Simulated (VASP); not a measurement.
Wanted: the native input for a VASP 6.6.1 run.

```
Task                   : relaxation of cell and atoms
Functional             : PBEsol
Potentials or basis    : VASP PAW PBE potentials, release 64 (Sn_d, Se)
Cutoff                 : 600 eV
k mesh                 : 14 × 14 × 14
Occupations            : fermi-dirac, width 0.08 eV
Spin                   : no spin polarisation
Dipole correction      : no
Further INCAR settings : ALGO = Normal; EDIFF = 1e-06; IBRION = 2; EDIFFG = -0.005; NSW = 60; ISIF = 3
```

The structure of SnSe (rocksalt type) lies in POSCAR:

```
SnSe
1.0
    0.0000000000      2.6454205252      2.6454205252
    2.6454205252      0.0000000000      2.6454205252
    2.6454205252      2.6454205252      0.0000000000
Sn Se
1 1
Direct
    0.0000000000      0.0000000000      0.0000000000
    0.5000000000      0.5000000000      0.5000000000
```

One way to write it, as run:

INCAR

```
PREC = Accurate
ENCUT = 600
EDIFF = 1E-6
ISMEAR = -1
SIGMA = 0.08
LREAL = F
LASPH = T
NELM = 100
ALGO = Normal
ISIF = 3
LWAVE = F
LCHARG = F
GGA = PS
IBRION = 2
NSW = 60
EDIFFG = -0.005
```

KPOINTS

```
Automatic mesh
0
Gamma
  14 14 14
```

Potentials or basis: VASP PAW PBE potentials, release 64 (Sn_d, Se).

Run with:

```console
$ cat potpaw_PBE.64/Sn_d/POTCAR potpaw_PBE.64/Se/POTCAR > POTCAR
$ mpirun -np 1 vasp_std > vasp.out
```

Results of the run:

```json
{"Relaxed volume": "26.34 Å³/atom", "Relaxed cell": "a = 4.208 Å, b = 4.208 Å, c = 4.208 Å, α = 60.00°, β = 60.00°, γ = 60.00°", "Space group after relaxing (to 0.1 Å)": "Fm-3m (No. 225)", "Energy gained by relaxing": "746.3 meV/atom", "Ionic steps": "19", "Pressure after relaxing": "0.0 GPa", "Band gap on the k mesh": "0.15 eV"}
```

Caveat: the volume moved by over 15 % at a fixed basis, so the end points are rough; the PAW data sets were made with another functional, which shifts forces and pressure a little; spin-orbit coupling is left out, which moves the levels of the heavy elements.

It took 9.7 min on 1 thread of AMD EPYC 7R13 (shared host), peak memory 0.2 GiB.
